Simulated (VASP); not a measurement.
# Au (I4/mmm) in VASP: single point with r2SCAN

Aim: the single point of Au with r2SCAN.

Everything below comes from runs of VASP 6.6.1. Logs are shortened: lines on timing, memory, paths and dates and some standing lists are left out, and cuts for length are marked.

### Step 1. The cell of the first run

The structure is tetragonal, space group I4/mmm (No. 139). The conventional cell has a = 3.182 Å, b = 3.182 Å, c = 3.447 Å, α = 90.00°, β = 90.00°, γ = 90.00°. Au (site symmetry 4/mmm) has 14 Au at 2.83 to 3.45 Å within 3.7 Å.

### Step 2. Single point, r2SCAN (strain -0.040 along x and y, +0.040 along z)

Contents of POSCAR:

```
Au
1.0
   -1.5909782400      1.5909782400      1.7235597600
    1.5909782400     -1.5909782400      1.7235597600
    1.5909782400      1.5909782400     -1.7235597600
Au
1
Direct
    0.0000000000      0.0000000000      0.0000000000
```

Contents of INCAR.step1:

```
SYSTEM = Au
PREC     = Accurate       ! precision mode
ENCUT    = 520            ! plane-wave cutoff, eV
ISMEAR   = 0              ! smearing method
SIGMA    = 0.15           ! smearing width, eV
LREAL    = .FALSE.        ! projectors in reciprocal space
LASPH    = .TRUE.         ! aspherical terms in the spheres
NELM     = 100            ! most SCF steps
NBANDS   = 12             ! bands
GGA      = PE             ! functional
ALGO     = Normal         ! electronic algorithm
EDIFF    = 1E-4           ! SCF threshold, eV
LWAVE    = .TRUE.         ! write WAVECAR
LCHARG   = .FALSE.        ! write CHGCAR
```

Contents of INCAR.step2:

```
SYSTEM = Au
PREC     = Accurate       ! precision mode
ENCUT    = 520            ! plane-wave cutoff, eV
EDIFF    = 1E-6           ! SCF threshold, eV
ISMEAR   = 0              ! smearing method
SIGMA    = 0.15           ! smearing width, eV
LREAL    = .FALSE.        ! projectors in reciprocal space
LASPH    = .TRUE.         ! aspherical terms in the spheres
NELM     = 100            ! most SCF steps
ALGO     = Normal         ! electronic algorithm
ISIF     = 2              ! what is computed and relaxed
LWAVE    = .FALSE.        ! write WAVECAR
LCHARG   = .FALSE.        ! write CHGCAR
METAGGA  = R2SCAN         ! meta-GGA
LMIXTAU  = .TRUE.       
NBANDS   = 12             ! bands
ISTART   = 1
```

Contents of KPOINTS:

```
regular mesh
0
G
  24 24 24
  0 0 0
```

Potentials or basis: VASP PAW PBE potentials, release 64 (Au).

On the command line:

```bash
$ cat potpaw_PBE.64/Au/POTCAR > POTCAR
$ cp INCAR.step1 INCAR
$ mpirun -np 1 vasp_std > vasp.out
$ cp INCAR.step2 INCAR
$ mpirun -np 1 vasp_std > vasp.out
```

OUTCAR:

```text
SYSTEM = Au
   PREC = Accurate
   ENCUT = 520
   EDIFF = 1E-6
   ISMEAR = 0
   LREAL = .FALSE.
   LASPH = .TRUE.
   NELM = 100
   ISIF = 2
   METAGGA = R2SCAN
   ISTART = 1

 ion  position               nearest neighbor table
   1  0.000  0.000  0.000-

  LATTYP: Found a body centered tetragonal cell.
 ALAT       =     3.1819564800
 C/A-ratio  =     1.0833333333

  Lattice vectors:

 A1 = (  -1.5909782400,   1.5909782400,   1.7235597600)
 A2 = (   1.5909782400,  -1.5909782400,   1.7235597600)
 A3 = (   1.5909782400,   1.5909782400,  -1.7235597600)

Analysis of symmetry for initial positions (statically):
=====================================================================
 Subroutine PRICEL returns:
 Original cell was already a primitive cell.

 Routine SETGRP: Setting up the symmetry group for a
 body centered tetragonal supercell.

 Subroutine GETGRP returns: Found 16 space group operations
 (whereof 16 operations were pure point group operations)
 out of a pool of 16 trial point group operations.

The static configuration has the point symmetry D_4h.

Analysis of symmetry for dynamics (positions and initial velocities):
=====================================================================
 Subroutine PRICEL returns:
 Original cell was already a primitive cell.

 Routine SETGRP: Setting up the symmetry group for a
 body centered tetragonal supercell.

 Subroutine GETGRP returns: Found 16 space group operations
 (whereof 16 operations were pure point group operations)
 out of a pool of 16 trial point group operations.

The dynamic configuration has the point symmetry D_4h.

 Subroutine INISYM returns: Found 16 space group operations
 (whereof 16 operations are pure point group operations),
 and found     1 'primitive' translations

----------------------------------------------------------------------------------------

                                     Primitive cell

  volume of cell :      17.4508

  direct lattice vectors                    reciprocal lattice vectors
    -1.590978240  1.590978240  1.723559760     0.000000000  0.314272054  0.290097281
     1.590978240 -1.590978240  1.723559760     0.314272054  0.000000000  0.290097281
     1.590978240  1.590978240 -1.723559760     0.314272054  0.314272054  0.000000000

  length of vectors
     2.834269177  2.834269177  2.834269177     0.427695402  0.427695402  0.444447802

  position of ions in fractional coordinates (direct lattice)
     0.000000000  0.000000000  0.000000000

  ion indices of the primitive-cell ions
   primitive index   ion index
                 1           1

----------------------------------------------------------------------------------------

 KPOINTS: regular mesh

Automatic generation of k-mesh.
 Grid dimensions read from file:
 generate k-points for:   24   24   24

 Generating k-lattice:

  Cartesian coordinates                     Fractional coordinates (reciprocal lattice)
     0.000000000  0.013094669  0.012087387     0.041666667  0.000000000  0.000000000
     0.013094669  0.000000000  0.012087387     0.000000000  0.041666667  0.000000000
     0.013094669  0.013094669  0.000000000     0.000000000  0.000000000  0.041666667

  Length of vectors
     0.017820642  0.017820642  0.018518658

  Shift w.r.t. Gamma in fractional coordinates (k-lattice)
     0.000000000  0.000000000  0.000000000

 Subroutine IBZKPT returns following result:
 ===========================================

 Found   1063 irreducible k-points:

 Following reciprocal coordinates:
            Coordinates               Weight
  0.000000  0.000000  0.000000      1.000000
  0.041667 -0.000000  0.000000      8.000000
  0.083333  0.000000  0.000000      8.000000
  0.125000 -0.000000  0.000000      8.000000
  0.166667  0.000000  0.000000      8.000000
  0.208333 -0.000000  0.000000      8.000000
[... 16 lines left out ...]
  0.416667  0.041667  0.000000     16.000000
  0.458333  0.041667  0.000000     16.000000
 [... further k-points ...]
   k-points           NKPTS =   1063   k-points in BZ     NKDIM =   1063   number of bands    NBANDS=     12
   number of dos      NEDOS =    301   number of ions     NIONS =      1
   total plane-waves  NPLWV =  13824
   dimension x,y,z NGX =    24 NGY =   24 NGZ =   24
   dimension x,y,z NGXF=    48 NGYF=   48 NGZF=   48
   ions per type =               1
   NGX,Y,Z   is equivalent  to a cutoff of  14.08, 14.08, 14.08 a.u.
   NGXF,Y,Z  is equivalent  to a cutoff of  28.15, 28.15, 28.15 a.u.
 SYSTEM =  Au
   PREC   = accura    normal or accurate (medium, high low for compatibility)
   ISTART =      1    job   : 0-new  1-cont  2-samecut
   ICHARG =      0    charge: 1-file 2-atom 10-const
   ISPIN  =      1    spin polarized calculation?
   LNONCOLLINEAR =      F non collinear calculations
   LSORBIT =      F    spin-orbit coupling
   LASPH  =      T    aspherical Exc in radial PAW
   ENCUT  =  520.0 eV  38.22 Ry    6.18 a.u.   5.27  5.27  5.27*2*pi/ulx,y,z
   NELM   =    100;   NELMIN=  2; NELMDL=  0     # of ELM steps
   EDIFF  = 0.1E-05   stopping-criterion for ELM
   LREAL  =      F    real-space projection
   EDIFFG = 0.1E-04   stopping-criterion for IOM
   NSW    =      0    number of steps for IOM
   IBRION =     -1    ionic relax: 0-MD 1-quasi-New 2-CG
   NFREE  =      0    steps in history (QN), initial steepest desc. (CG)
   ISIF   =      2    stress and relaxation
   ISYM   =      2    0-nonsym 1-usesym 2-fastsym
   POTIM  = 0.5000    time-step for ionic-motion
   TEBEG  =    0.0;   TEEND  =   0.0 temperature during run
   PSTRESS=    0.0 pullay stress
   NELECT =      11.0000    total number of electrons
   NUPDOWN=      -1.0000    fix difference up-down
   EMIN   =  10.00;   EMAX   =-10.00  energy-range for DOS
   EFERMI =   0.00;   METHOD = LEGACY
   ISMEAR =     0;   SIGMA  =   0.15  broadening in eV -4-tet -1-fermi 0-gaus
   EFERMI_NEDOS =   21; number of points for ismear=-14 and -15
   IALGO  =     38    algorithm
   IMIX   =      4    mixing-type and parameters
     AMIX     =   0.40;   BMIX     =  1.00
     AMIX_MAG =   1.60;   BMIX_MAG =  1.00
  volume/ion in A,a.u.               =      17.45       117.76
  Fermi-wavevector in a.u.,A,eV,Ry     =   1.403678  2.652567 26.807716  1.970312
  Thomas-Fermi vector in A             =   2.526316
   LORBIT       =      0    0 simple, 1 ext, 2 COOP (PROOUT), +10 PAW based schemes
   METAGGA = R2SCAN    functional components
   LHFCALC =     F    Hartree Fock is set to
   AEXX    =    0.0000 exact exchange contribution
   IVDW    =     0    specifies the selected vdW correction
   LEPSILON=     F    determine dielectric tensor
   LRPA    =     F    only Hartree local field effects (RPA)
 non-spin polarized calculation
 Gauss-broadening in eV      SIGMA  =   0.15
  energy-cutoff  :      520.00
  volume of cell :       17.45
 maximum number of plane-waves:       482
 NGX is ok and might be reduce to    24
   NGX = 11   NGY = 11   NGZ = 11

 number of electron      10.9999999 magnetization

 Free energy of the ion-electron system (eV)
  ---------------------------------------------------
  ext. energy  EPLUGINS =         0.00000000
  ---------------------------------------------------
  free energy    TOTEN  =       -50.57750933 eV

  energy without entropy =      -50.57439454  energy(sigma->0) =      -50.57595194

 E-fermi :   9.0030     XC(G=0): -13.4572

 val. band max:        8.9874443381   @ k =  -0.2083   0.4167   0.1667
 cond. band min:       9.0032312696   @ k =   0.5000   0.0833   0.0417
 fundamental gap:      0.0157869316
 Fermi energy:         9.0029658584

 k-point     1 :       0.0000    0.0000    0.0000
  band No.  band energies     occupation
      1      -0.8811      2.00000
      2       3.8066      2.00000
      3       3.8066      2.00000
      4       4.2873      2.00000
      5       5.5094      2.00000
      6       6.0519      2.00000
      7      25.5023      0.00000
      8      26.8255      0.00000
      9      26.8255      0.00000
     10      32.0889      0.00000
     11      34.5440      0.00000
     12      34.8133      0.00000

 k-point     2 :       0.0417   -0.0000    0.0000
  band No.  band energies     occupation
      1      -0.8172      2.00000
      2       3.8107      2.00000
      3       3.8218      2.00000
      4       4.2973      2.00000
      5       5.4959      2.00000
      6       6.0401      2.00000
      7      25.5396      0.00000
      8      26.7837      0.00000
      9      26.9034      0.00000
     10      31.5120      0.00000
     11      33.6607      0.00000
     12      34.5250      0.00000

 k-point     3 :       0.0833    0.0000    0.0000
  band No.  band energies     occupation
      1      -0.6283      2.00000
      2       3.8219      2.00000
      3       3.8439      2.00000
      4       4.3513      2.00000
      5       5.4581      2.00000
      6       6.0096      2.00000
      7      25.6044      0.00000
      8      26.5820      0.00000
      9      27.1330      0.00000
     10      30.5996      0.00000
     11      32.3113      0.00000
     12      33.7504      0.00000

 k-point     4 :       0.1250   -0.0000    0.0000
  band No.  band energies     occupation
      1      -0.3237      2.00000
      2       3.8248      2.00000
      3       3.8391      2.00000
      4       4.4978      2.00000
      5       5.4058      2.00000
      6       5.9719      2.00000
      7      25.4159      0.00000
      8      26.1628      0.00000
      9      27.5011      0.00000
     10      30.0258      0.00000
     11      31.1676      0.00000
     12      32.6639      0.00000

 k-point     5 :       0.1667    0.0000    0.0000
  band No.  band energies     occupation
      1       0.0766      2.00000
      2       3.7532      2.00000
      3       3.8681      2.00000
      4       4.7480      2.00000
      5       5.3553      2.00000
      6       5.9386      2.00000
      7      24.3793      0.00000
      8      25.8669      0.00000
      9      27.9819      0.00000
     10      29.9345      0.00000
     11      30.5124      0.00000
     12      31.4192      0.00000
[... 228 lines left out ...]
      1       1.6355      2.00000
      2       3.2584      2.00000
      3       5.1401      2.00000
      4       5.4685      2.00000
      5       6.0072      2.00000
      6       6.7124      2.00000
      7      16.6946      0.00000
      8      23.3149      0.00000
      9      25.3914      0.00000
     10      30.9209      0.00000
     11      31.6164      0.00000
     12      33.4709      0.00000

 k-point    22 :       0.3750    0.0417    0.0000
  band No.  band energies     occupation
      1       1.6705      2.00000
      2       3.1748      2.00000
      3       5.3269      2.00000
      4       5.7884      2.00000
      5       6.3462      2.00000
      6       7.2342      2.00000
      7      15.0296      0.00000
      8      22.8901      0.00000
      9      24.6210      0.00000
     10      31.4857      0.00000
     11      31.7678      0.00000
     12      32.9992      0.00000

 k-point    23 :       0.4167    0.0417    0.0000
  band No.  band energies     occupation
      1       1.6640      2.00000
      2       3.1155      2.00000
      3       5.3398      2.00000
      4       5.9463      2.00000
      5       6.8301      2.00000
      6       7.9219      2.00000
      7      13.5446      0.00000
      8      22.5956      0.00000
      9      24.0678      0.00000
     10      31.7654      0.00000
     11      31.9354      0.00000
     12      32.7036      0.00000

 k-point    24 :       0.4583    0.0417    0.0000
  band No.  band energies     occupation
      1       1.6523      2.00000
      2       3.0841      2.00000
      3       5.3279      2.00000
      4       6.0250      2.00000
      5       7.0733      2.00000
      6       8.6196      1.99970
      7      12.4820      0.00000
      8      22.4446      0.00000
      9      23.7815      0.00000
     10      31.6749      0.00000
     11      32.1837      0.00000
     12      32.5893      0.00000

 [... further k-points ...]
[... 5 lines left out ...]
  --------------------------------------------------------------------------------------
  -------------------------------------------------------------------------------------
  Total        0.1449246      0.1449246      0.2219407      0.0000000      0.0000000      0.0000000
  in kB       13.3057090     13.3057090     20.3766483      0.0000000      0.0000000      0.0000000
  external PRESSURE =      15.6626887 kB  Pullay stress =       0.0000000 kB

 VOLUME and BASIS-vectors are now :
 -----------------------------------------------------------------------------
  energy-cutoff  :      520.00
  volume of cell :       17.45
      direct lattice vectors                 reciprocal lattice vectors
    -1.590978240  1.590978240  1.723559760     0.000000000  0.314272054  0.290097281
     1.590978240 -1.590978240  1.723559760     0.314272054  0.000000000  0.290097281
     1.590978240  1.590978240 -1.723559760     0.314272054  0.314272054  0.000000000

 POSITION                                       TOTAL-FORCE (eV/Angst)
 -----------------------------------------------------------------------------------
      0.00000      0.00000      0.00000        -0.000000      0.000000      0.000000
 -----------------------------------------------------------------------------------
    total drift:                               -0.000000      0.000000      0.000000

  FREE ENERGIE OF THE ION-ELECTRON SYSTEM (eV)
  ---------------------------------------------------
  free  energy   TOTEN  =       -50.5775093347 eV

  energy  without entropy=      -50.5743945380  energy(sigma->0) =      -50.57595194
```

It took 10 min on 1 thread of AMD EPYC 9R45 (Zen 5), shared host; peak memory 0.29 GiB.

What came out:

* Free energy: -50.5775 eV
* Pressure: 1.6 GPa
* Band gap on the k mesh: zero (an odd number of electrons rules out a gap without spin polarisation)

Levels at points of the mesh, in eV from the Fermi level:
```
           k point  band 2  band 3  band 4  band 5  band 6  band 7  band 8  band 9  band 10  band 11
(0.00, 0.00, 0.00)   -5.20   -5.20   -4.72   -3.49   -2.95   16.50   17.82   17.82    23.09    25.54
(0.50, 0.00, 0.00)   -5.93   -3.68   -2.90   -1.69   -0.56    3.30   13.45   14.96    22.76    23.23
(0.50, 0.50, 0.00)   -6.48   -2.92   -2.78   -1.55   -0.10    3.96   12.29   13.11    20.83    22.03
(0.50, 0.50, 0.50)   -6.95   -2.11   -1.93   -1.93    5.06    7.39    7.39    9.49    15.92    17.27
```

Caveat: the cell differs from its parent crystal (strain -0.040 along x and y, +0.040 along z); the PAW data sets were made with another functional, which shifts forces and pressure a little; spin-orbit coupling is left out, which moves the levels of the heavy elements.
